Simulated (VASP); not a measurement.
# Co (P6_3/mmc) in VASP: notebook

Runs on Co. Level: r2SCAN+U. Tasks: single point.

Everything below comes from runs of VASP 6.6.1. Logs are shortened: lines on timing, memory, paths and dates and some standing lists are left out, and cuts for length are marked.

## Step 1: The cell of the first run

Symmetry: P6_3/mmc, No. 194, hexagonal system. Conventional cell: a = 2.507 Å, b = 2.507 Å, c = 4.070 Å, α = 90.00°, β = 90.00°, γ = 120.00°. Within 3.3 Å of Co (site symmetry -6m2) lie 12 Co at 2.50 to 2.51 Å.

## Step 2: Single point, r2SCAN+U, collinear spin, ferromagnetic start

POSCAR

```
Co
1.0
    2.5073990900      0.0000000000      0.0000000000
   -1.2536995500      2.1714713100      0.0000000000
    0.0000000000      0.0000000000      4.0699000000
Co
2
Direct
    0.3333333300      0.6666666700      0.2500000000
    0.6666666700      0.3333333300      0.7500000000
```

INCAR.step1

```
ALGO     = Normal         # electronic algorithm
EDIFF    = 1E-4           # SCF threshold, eV
ENCUT    = 520            # plane-wave cutoff, eV
GGA      = PE             # functional
ISMEAR   = -1             # smearing method
ISPIN    = 2              # spin polarisation
LASPH    = True           # aspherical terms in the spheres
LCHARG   = False          # write CHGCAR
LDAU     = True           # DFT+U
LDAUJ    = 0            
LDAUL    = 2              # shell
LDAUTYPE = 2            
LDAUU    = 1.3            # U, eV
LMAXMIX  = 4              # l up to which the mixer works
LREAL    = False          # projectors in reciprocal space
LWAVE    = True           # write WAVECAR
MAGMOM   = 3 3            # initial moments
NBANDS   = 20             # bands
NELM     = 150            # most SCF steps
PREC     = Accurate       # precision mode
SIGMA    = 0.1            # smearing width, eV
```

INCAR.step2

```
ALGO     = Normal         # electronic algorithm
EDIFF    = 1E-6           # SCF threshold, eV
ENCUT    = 520            # plane-wave cutoff, eV
ISIF     = 2              # what is computed and relaxed
ISMEAR   = -1             # smearing method
ISPIN    = 2              # spin polarisation
ISTART   = 1            
LASPH    = True           # aspherical terms in the spheres
LCHARG   = False          # write CHGCAR
LDAU     = True           # DFT+U
LDAUJ    = 0            
LDAUL    = 2              # shell
LDAUPRINT= 1            
LDAUTYPE = 2            
LDAUU    = 1.3            # U, eV
LMAXMIX  = 4              # l up to which the mixer works
LMIXTAU  = True         
LORBIT   = 11             # projections on sites
LREAL    = False          # projectors in reciprocal space
LWAVE    = False          # write WAVECAR
MAGMOM   = 3 3            # initial moments
METAGGA  = R2SCAN         # meta-GGA
NBANDS   = 20             # bands
NELM     = 150            # most SCF steps
PREC     = Accurate       # precision mode
SIGMA    = 0.1            # smearing width, eV
```

KPOINTS

```
k-points
0
Gamma
  14 14 8
```

Potentials or basis: VASP PAW PBE potentials, release 64 (Co).

Command:

```bash
> cat potpaw_PBE.64/Co/POTCAR > POTCAR
> cp INCAR.step1 INCAR
> mpirun -np 1 vasp_std > vasp.out
> cp INCAR.step2 INCAR
> mpirun -np 1 vasp_std > vasp.out
```

OUTCAR:

```text
EDIFF = 1E-6
   ENCUT = 520
   ISIF = 2
   ISMEAR = -1
   ISPIN = 2
   ISTART = 1
   LASPH = True
   LORBIT = 11
   LREAL = False
   METAGGA = R2SCAN
   NELM = 150
   PREC = Accurate

 ion  position               nearest neighbor table
   1  0.333  0.667  0.250-   2 2.50   2 2.50   2 2.50   2 2.50   2 2.50   2 2.50
   2  0.667  0.333  0.750-   1 2.50   1 2.50   1 2.50   1 2.50   1 2.50   1 2.50

  LATTYP: Found a hexagonal cell.
 ALAT       =     2.5073990900
 C/A-ratio  =     1.6231560489

  Lattice vectors:

 A1 = (   2.5073990900,   0.0000000000,   0.0000000000)
 A2 = (  -1.2536995500,   2.1714713100,   0.0000000000)
 A3 = (   0.0000000000,   0.0000000000,   4.0699000000)

Analysis of symmetry for initial positions (statically):
=====================================================================
 Subroutine PRICEL returns:
 Original cell was already a primitive cell.

 Routine SETGRP: Setting up the symmetry group for a
 hexagonal supercell.

 Subroutine GETGRP returns: Found 24 space group operations
 (whereof 12 operations were pure point group operations)
 out of a pool of 24 trial point group operations.

The static configuration has the point symmetry D_3d.
 The point group associated with its full space group is D_6h.

Analysis of symmetry for dynamics (positions and initial velocities):
=====================================================================
 Subroutine PRICEL returns:
 Original cell was already a primitive cell.

 Routine SETGRP: Setting up the symmetry group for a
 hexagonal supercell.

 Subroutine GETGRP returns: Found 24 space group operations
 (whereof 12 operations were pure point group operations)
 out of a pool of 24 trial point group operations.

The dynamic configuration has the point symmetry D_3d.
 The point group associated with its full space group is D_6h.

Analysis of structural, dynamic, and magnetic symmetry:
=====================================================================
 Subroutine PRICEL returns:
 Original cell was already a primitive cell.

 Routine SETGRP: Setting up the symmetry group for a
 hexagonal supercell.

 Subroutine GETGRP returns: Found 24 space group operations
 (whereof 12 operations were pure point group operations)
 out of a pool of 24 trial point group operations.

The overall configuration has the point symmetry D_3d.
 The point group associated with its full space group is D_6h.

 Subroutine INISYM returns: Found 24 space group operations
 (whereof 12 operations are pure point group operations),
 and found     1 'primitive' translations

----------------------------------------------------------------------------------------

                                     Primitive cell

  volume of cell :      22.1596

  direct lattice vectors                    reciprocal lattice vectors
     2.507399090  0.000000000  0.000000000     0.398819639  0.230258627  0.000000000
    -1.253699550  2.171471310  0.000000000     0.000000000  0.460517252  0.000000000
     0.000000000  0.000000000  4.069900000     0.000000000  0.000000000  0.245706283

  length of vectors
     2.507399090  2.507399093  4.069900000     0.460517252  0.460517252  0.245706283

  position of ions in fractional coordinates (direct lattice)
     0.333333330  0.666666670  0.250000000
     0.666666670  0.333333330  0.750000000

  ion indices of the primitive-cell ions
   primitive index   ion index
                 1           1
                 2           2

----------------------------------------------------------------------------------------

[... 98 lines left out ...]
   METAGGA = R2SCAN    functional components
   LHFCALC =     F    Hartree Fock is set to
   AEXX    =    0.0000 exact exchange contribution
   IVDW    =     0    specifies the selected vdW correction
   LEPSILON=     F    determine dielectric tensor
   LRPA    =     F    only Hartree local field effects (RPA)
 spin polarized calculation
  energy-cutoff  :      520.00
  volume of cell :       22.16
 maximum number of plane-waves:       610
 NGX is ok and might be reduce to    20
   NGX =  9   NGY =  9   NGZ = 15

atom =   1  type =  1  l = 2

 onsite density matrix

spin component  1

  0.9240 -0.0000  0.0000  0.0000  0.0000
 -0.0000  0.9306  0.0000 -0.0000 -0.0000
  0.0000  0.0000  0.9208  0.0000  0.0000
  0.0000 -0.0000  0.0000  0.9306 -0.0000
  0.0000 -0.0000  0.0000 -0.0000  0.9240

spin component  2

  0.5378 -0.0000  0.0000 -0.0000 -0.0000
 -0.0000  0.4853 -0.0000 -0.0000  0.0000
  0.0000 -0.0000  0.5781 -0.0000  0.0000
 -0.0000 -0.0000 -0.0000  0.4853  0.0000
 -0.0000  0.0000  0.0000  0.0000  0.5378

 occupancies and eigenvectors

  o =  0.4853  v =  0.0000  0.0000  0.0000  0.0000  0.0000 -0.0000 -0.6611 -0.0000 -0.7503  0.0000      0.0000  0.0000  0.0000  0.0000  0.0000  0.0000  0.0000  0.0000  0.0000  0.0000
  o =  0.4853  v =  0.0000  0.0000  0.0000  0.0000  0.0000 -0.0000 -0.7503 -0.0000  0.6611  0.0000      0.0000  0.0000  0.0000  0.0000  0.0000  0.0000  0.0000  0.0000  0.0000  0.0000
  o =  0.5378  v =  0.0000  0.0000  0.0000  0.0000  0.0000  0.9900  0.0000 -0.0000  0.0000  0.1410      0.0000  0.0000  0.0000  0.0000  0.0000  0.0000  0.0000  0.0000  0.0000  0.0000
  o =  0.5378  v =  0.0000  0.0000  0.0000  0.0000  0.0000  0.1410 -0.0000 -0.0000 -0.0000 -0.9900      0.0000  0.0000  0.0000  0.0000  0.0000  0.0000  0.0000  0.0000  0.0000  0.0000
  o =  0.5781  v =  0.0000  0.0000  0.0000  0.0000  0.0000 -0.0000  0.0000 -1.0000  0.0000 -0.0000      0.0000  0.0000  0.0000  0.0000  0.0000  0.0000  0.0000  0.0000  0.0000  0.0000
  o =  0.9208  v =  0.0000 -0.0000 -1.0000  0.0000  0.0000  0.0000  0.0000  0.0000  0.0000  0.0000      0.0000  0.0000  0.0000  0.0000  0.0000  0.0000  0.0000  0.0000  0.0000  0.0000
  o =  0.9240  v = -0.0782 -0.0000  0.0000  0.0000  0.9969  0.0000  0.0000  0.0000  0.0000  0.0000      0.0000  0.0000  0.0000  0.0000  0.0000  0.0000  0.0000  0.0000  0.0000  0.0000
  o =  0.9240  v =  0.9969 -0.0000  0.0000 -0.0000  0.0782  0.0000  0.0000  0.0000  0.0000  0.0000      0.0000  0.0000  0.0000  0.0000  0.0000  0.0000  0.0000  0.0000  0.0000  0.0000
  o =  0.9306  v = -0.0000 -0.6611  0.0000 -0.7503 -0.0000  0.0000  0.0000  0.0000  0.0000  0.0000      0.0000  0.0000  0.0000  0.0000  0.0000  0.0000  0.0000  0.0000  0.0000  0.0000
  o =  0.9306  v =  0.0000 -0.7503  0.0000  0.6611 -0.0000  0.0000  0.0000  0.0000  0.0000  0.0000      0.0000  0.0000  0.0000  0.0000  0.0000  0.0000  0.0000  0.0000  0.0000  0.0000

atom =   2  type =  1  l = 2

 onsite density matrix

spin component  1

  0.9240  0.0000  0.0000  0.0000  0.0000
  0.0000  0.9306  0.0000 -0.0000  0.0000
  0.0000  0.0000  0.9208 -0.0000  0.0000
  0.0000 -0.0000 -0.0000  0.9306 -0.0000
  0.0000  0.0000  0.0000 -0.0000  0.9240

spin component  2

  0.5378 -0.0000  0.0000 -0.0000 -0.0000
 -0.0000  0.4853 -0.0000 -0.0000 -0.0000
  0.0000 -0.0000  0.5781 -0.0000  0.0000
 -0.0000 -0.0000 -0.0000  0.4853  0.0000
 -0.0000 -0.0000  0.0000  0.0000  0.5378

 occupancies and eigenvectors

  o =  0.4853  v =  0.0000  0.0000  0.0000  0.0000  0.0000 -0.0000 -0.6611 -0.0000 -0.7503  0.0000      0.0000  0.0000  0.0000  0.0000  0.0000  0.0000  0.0000  0.0000  0.0000  0.0000
  o =  0.4853  v =  0.0000  0.0000  0.0000  0.0000  0.0000  0.0000 -0.7503 -0.0000  0.6611  0.0000      0.0000  0.0000  0.0000  0.0000  0.0000  0.0000  0.0000  0.0000  0.0000  0.0000
  o =  0.5378  v =  0.0000  0.0000  0.0000  0.0000  0.0000  0.9993  0.0000 -0.0000 -0.0000  0.0374      0.0000  0.0000  0.0000  0.0000  0.0000  0.0000  0.0000  0.0000  0.0000  0.0000
  o =  0.5378  v =  0.0000  0.0000  0.0000  0.0000  0.0000  0.0374 -0.0000  0.0000  0.0000 -0.9993      0.0000  0.0000  0.0000  0.0000  0.0000  0.0000  0.0000  0.0000  0.0000  0.0000
  o =  0.5781  v =  0.0000  0.0000  0.0000  0.0000  0.0000 -0.0000  0.0000 -1.0000  0.0000 -0.0000      0.0000  0.0000  0.0000  0.0000  0.0000  0.0000  0.0000  0.0000  0.0000  0.0000
  o =  0.9208  v =  0.0000 -0.0000 -1.0000 -0.0000  0.0000  0.0000  0.0000  0.0000  0.0000  0.0000      0.0000  0.0000  0.0000  0.0000  0.0000  0.0000  0.0000  0.0000  0.0000  0.0000
  o =  0.9240  v =  0.1440  0.0000  0.0000  0.0000 -0.9896  0.0000  0.0000  0.0000  0.0000  0.0000      0.0000  0.0000  0.0000  0.0000  0.0000  0.0000  0.0000  0.0000  0.0000  0.0000
  o =  0.9240  v =  0.9896 -0.0000  0.0000 -0.0000  0.1440  0.0000  0.0000  0.0000  0.0000  0.0000      0.0000  0.0000  0.0000  0.0000  0.0000  0.0000  0.0000  0.0000  0.0000  0.0000
  o =  0.9306  v =  0.0000  0.6611 -0.0000  0.7503  0.0000  0.0000  0.0000  0.0000  0.0000  0.0000      0.0000  0.0000  0.0000  0.0000  0.0000  0.0000  0.0000  0.0000  0.0000  0.0000
  o =  0.9306  v = -0.0000 -0.7503  0.0000  0.6611 -0.0000  0.0000  0.0000  0.0000  0.0000  0.0000      0.0000  0.0000  0.0000  0.0000  0.0000  0.0000  0.0000  0.0000  0.0000  0.0000

 number of electron      18.0000002 magnetization       3.6246280

 Free energy of the ion-electron system (eV)
  ---------------------------------------------------
  ext. energy  EPLUGINS =         0.00000000
  ---------------------------------------------------
  free energy    TOTEN  =       -24.33279426 eV

  energy without entropy =      -24.27732240  energy(sigma->0) =      -24.30505833

 E-fermi :  10.1082     XC(G=0): -14.5250

 val. band max:       10.1072865783   @ k =   0.2143   0.1429   0.5000
 cond. band min:      10.1092206850   @ k =   0.2857   0.0000   0.5000
 fundamental gap:      0.0019341067
 Fermi energy:        10.1082121981

 spin component 1

 k-point     1 :       0.0000    0.0000    0.0000
  band No.  band energies     occupation
      1       0.8559      1.00000
      2       3.9962      1.00000
      3       6.1895      1.00000
      4       6.1905      1.00000
      5       6.1906      1.00000
      6       6.4738      1.00000
[... 1097 lines left out ...]
     19      27.7150      0.00000
     20      43.8777      0.00000

 [... further k-points ...]
[... 5 lines left out ...]
  --------------------------------------------------------------------------------------
  -------------------------------------------------------------------------------------
  Total       -1.4248212     -1.4248212     -0.7579683      0.0000000     -0.0000000      0.0000000
  in kB     -103.0171818   -103.0171819    -54.8024969      0.0000002     -0.0000000      0.0000000
  external PRESSURE =     -86.9456202 kB  Pullay stress =       0.0000000 kB

 VOLUME and BASIS-vectors are now :
 -----------------------------------------------------------------------------
  energy-cutoff  :      520.00
  volume of cell :       22.16
      direct lattice vectors                 reciprocal lattice vectors
     2.507399090  0.000000000  0.000000000     0.398819639  0.230258627  0.000000000
    -1.253699550  2.171471310  0.000000000     0.000000000  0.460517252  0.000000000
     0.000000000  0.000000000  4.069900000     0.000000000  0.000000000  0.245706283

 POSITION                                       TOTAL-FORCE (eV/Angst)
 -----------------------------------------------------------------------------------
     -0.00000      1.44765      1.01747        -0.000000     -0.000000      0.000000
      1.25370      0.72382      3.05242         0.000000      0.000000      0.000000
 -----------------------------------------------------------------------------------
    total drift:                                0.000000     -0.000000     -0.000000

  FREE ENERGIE OF THE ION-ELECTRON SYSTEM (eV)
  ---------------------------------------------------
  free  energy   TOTEN  =       -24.3327942630 eV

  energy  without entropy=      -24.2773223979  energy(sigma->0) =      -24.30505833

 total charge

# of ion       s       p       d       tot
------------------------------------------
    1        0.500   0.537   7.228   8.266
    2        0.500   0.537   7.228   8.266
--------------------------------------------------
tot          1.000   1.075  14.457  16.532

 magnetization (x)

# of ion       s       p       d       tot
------------------------------------------
    1       -0.013  -0.095   2.011   1.902
    2       -0.013  -0.095   2.011   1.902
--------------------------------------------------
tot         -0.027  -0.190   4.021   3.804
```

It took 5.9 min on 1 thread of Intel Xeon Platinum 8488C (Sapphire Rapids), shared host; peak memory 0.2 GiB.

What came out:

```
Free energy                                           : -24.3328 eV
Pressure                                              : -8.7 GPa
Net moment                                            : 3.62 μB per cell
Site moments                                          : Co +1.90 μB
Valence electrons inside the program's atomic spheres : Co 8.27
```

Levels at points of the mesh, in eV from the Fermi level:
Spin up:
```
           k point  band 9  band 10  band 11  band 12  band 13  band 14
(0.00, 0.00, 0.00)   -3.38    -2.35    -2.35    -0.29     5.65    22.45
(0.50, 0.00, 0.00)   -2.13    -1.99     0.57     2.68     9.39    10.17
(0.00, 0.00, 0.50)   -2.63    -2.63    -2.63    -2.63    14.66    14.66
(0.50, 0.00, 0.50)   -2.04    -2.04     1.29     1.29     6.63     6.63
```
Spin down:
| k point | band 4 | band 5 | band 6 | band 7 | band 8 | band 9 | band 10 | band 11 |
| --- | --- | --- | --- | --- | --- | --- | --- | --- |
| (0.00, 0.00, 0.00) | -0.92 | -0.88 | -0.88 | -0.50 | -0.50 | 0.15 | 0.15 | 1.39 |
| (0.50, 0.00, 0.00) | -2.42 | -0.93 | -0.84 | -0.71 | 1.33 | 1.50 | 1.65 | 2.42 |
| (0.00, 0.00, 0.50) | -1.75 | -0.91 | -0.91 | -0.91 | -0.91 | 1.01 | 1.01 | 1.01 |
| (0.50, 0.00, 0.50) | -2.49 | -0.11 | -0.11 | 0.23 | 0.23 | 1.44 | 1.44 | 2.06 |

Eigenvalues of the final occupation matrices:
```csv
site,spin,trace,eigenvalues
site 1 d,1,4.63,0.92 0.92 0.92 0.93 0.93
site 1 d,2,2.62,0.49 0.49 0.54 0.54 0.58
site 2 d,1,4.63,0.92 0.92 0.92 0.93 0.93
site 2 d,2,2.62,0.49 0.49 0.54 0.54 0.58
```

Caveat: the cell stands under tension; the PAW data sets were made with another functional, which shifts forces and pressure a little; the U is typed as a test and isn't derived for this compound.

(Part 1 of 2 ends here.)
